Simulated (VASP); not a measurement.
Crystal: ZnS.

```xyz
4
Lattice="3.8230 0.0000 0.0000 -1.9115 3.3108 0.0000 0.0000 0.0000 6.2610" Properties=species:S:1:pos:R:3 pbc="T T T"
Zn    0.0000    2.2072    0.0000
Zn    1.9115    1.1036    3.1305
S     0.0000    2.2072    3.1305
S     1.9115    1.1036    6.2610
```

```yaml
Program: VASP 6.6.1
Task: relaxation of cell and atoms
Functional: r2SCAN
Potentials_or_basis: VASP PAW PBE potentials, release 64 (Zn, S)
Cutoff: 600 eV
k_mesh: 9 × 9 × 6
Occupations: gaussian, width 0.02 eV
Spin: no spin polarisation
```

At the start: pressure 4.6 GPa; volume 19.81 Å³/atom.

**Question.** How do energy, volume and symmetry change on relaxing?

**Answer.** Over 20 steps the energy falls by 25.7 meV/atom and the volume is 19.88 Å³/atom (+0.3 %); space group P6_3/mmc (No. 194, to 0.1 Å) before and after.

The path:
```
step  energy change (eV)  largest force (eV/Å)  pressure (GPa)  volume (Å³)
   1              0.0000                0.0000            4.65        79.25
   2             -0.0393                0.0000           -3.39        85.97
   3             -0.0783                0.0000           -0.38        83.03
   4             -0.0783                0.0000           -0.45        83.11
   5             -0.0833                0.0000           -0.43        82.60
   6             -0.0964                0.0000           -0.15        81.05
   7             -0.0984                0.0000            0.91        77.93
   8             -0.1024                0.0000            0.32        79.37
   9             -0.1008                0.0000           -0.68        80.02
  10             -0.1027                0.0000            0.05        79.55
  11             -0.1027                0.0000           -0.04        79.61
  12             -0.1027                0.0000           -0.02        79.60
  13             -0.1027                0.0000           -0.01        79.60
  14             -0.1027                0.0000            0.01        79.58
  15             -0.1027                0.0000            0.00        79.53
  16             -0.1027                0.0000            0.07        79.44
  17             -0.1027                0.0000            0.03        79.51
  18             -0.1027                0.0000            0.02        79.51
  19             -0.1027                0.0000            0.01        79.51
  20             -0.1027                0.0000            0.00        79.51
```

Final structure:
```
Zn S
1.0
     3.94409    0.00000    0.00000
    -1.97204    3.41568    0.00000
     0.00000    0.00000    5.90226
Zn S
2 2
Direct
  0.33333 0.66667 0.00000
  0.66667 0.33333 0.50000
  0.33333 0.66667 0.50000
  0.66667 0.33333 0.00000
```

Caveat: the PAW data sets were made with another functional, which shifts forces and pressure a little.
